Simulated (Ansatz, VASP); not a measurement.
MgBe2Te3: VASP beside Ansatz

```
Be Mg Te
1.0
     4.16168    0.00000    0.00000
    -2.08084    3.60412    0.00000
     0.00000    0.00000   10.44453
Be Mg Te
2 1 3
Direct
  0.00000 0.00000 0.98812
  0.66667 0.33333 0.68091
  0.33333 0.66667 0.33865
  0.66667 0.33333 0.91467
  0.33333 0.66667 0.60602
  0.00000 0.00000 0.22163
```

Alike in both runs: task single point; functional PBE; k mesh 12 × 12 × 4; non-collinear spin, spin-orbit coupling.

|  | VASP | Ansatz |
| --- | --- | --- |
| version | VASP 6.6.1 | Ansatz 0.2.0 |
| potentials or method | VASP PAW PBE potentials, release 64 (Be, Mg, Te) | plane waves, PAW |
| plane-wave cutoff (eV) | 520 | 420 |
| occupations | gaussian, width 0.01 eV | fixed |
| valence electrons in the cell | 24 | 62 |

|  | VASP | Ansatz | Ansatz less VASP |
| --- | --- | --- | --- |
| pressure (GPa) | 0.5 | 0.4 | -0.09 |
| traceless stress, the component that is largest in VASP (GPa) | 0.17 | 0.16 | -0.007 |
| rms of the force components (eV/Å) | 0.035 | 0.037 | +0.0017 |

Atom by atom the forces differ by 0.004 eV/Å (rms over components). VASP's potentials hold 24 valence electrons a cell and Ansatz's 62, so a difference there can come from the potentials and not from the codes.
